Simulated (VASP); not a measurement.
Set up this calculation in VASP 6.6.1, as the native input.

| Quantity | Value |
| --- | --- |
| Task | single point |
| Functional | LDA |
| Potentials or basis | VASP PAW LDA potentials, release 64 (Al, Ir) |
| Cutoff | 520 eV |
| k mesh | 11 × 11 × 11 |
| Occupations | fermi-dirac, width 0.03 eV |
| Spin | collinear spin |
| Starting moments | [0.0, 0.9] μB |
| Fixed moment | 0.9 μB |
| Dipole correction | no |
| Further INCAR settings | ALGO = Normal; EDIFF = 1e-06; NBANDS = 17 |

The structure of AlIr lies in POSCAR:

```
AlIr
1.0
    2.9945548500      0.0000000000      0.0000000000
    0.0000000000      2.9945548500      0.0000000000
    0.0000000000      0.0000000000      2.9945548500
Al Ir
1 1
Direct
    0.0000000000      0.0000000000      0.0000000000
    0.5000000000      0.5000000000      0.5000000000
```

The input as run:

INCAR

```
PREC = Accurate
ENCUT = 520
EDIFF = 1E-6
ISMEAR = -1
SIGMA = 0.03
LREAL = False
LASPH = True
NELM = 150
ALGO = Normal
ISIF = 2
LWAVE = False
LCHARG = False
ISPIN = 2
MAGMOM = 0 0.9
LORBIT = 11
NUPDOWN = 0.9
LMAXMIX = 4
GGA = CA
NBANDS = 17
```

KPOINTS

```
regular mesh
0
Gamma
  11 11 11
```

Potentials or basis: VASP PAW LDA potentials, release 64 (Al, Ir).

Launch:

```sh
$ cat potpaw_LDA.64/Al/POTCAR potpaw_LDA.64/Ir/POTCAR > POTCAR
$ mpirun -np 1 vasp_std > vasp.out
```

Results of the run:

| Item | Value |
| --- | --- |
| Pressure | 2.5 GPa |
| Net moment | 0.90 μB per cell |
| Site moments | Al +0.02; Ir +0.78 μB |
| Valence electrons inside the program's atomic spheres | Al 0.80; Ir 8.59 |

Caveat: the total moment is fixed, so each spin has its own Fermi level.

It took 26 s on 1 thread of Intel Xeon 8259CL, with other jobs on the host, peak memory 0.16 GiB.
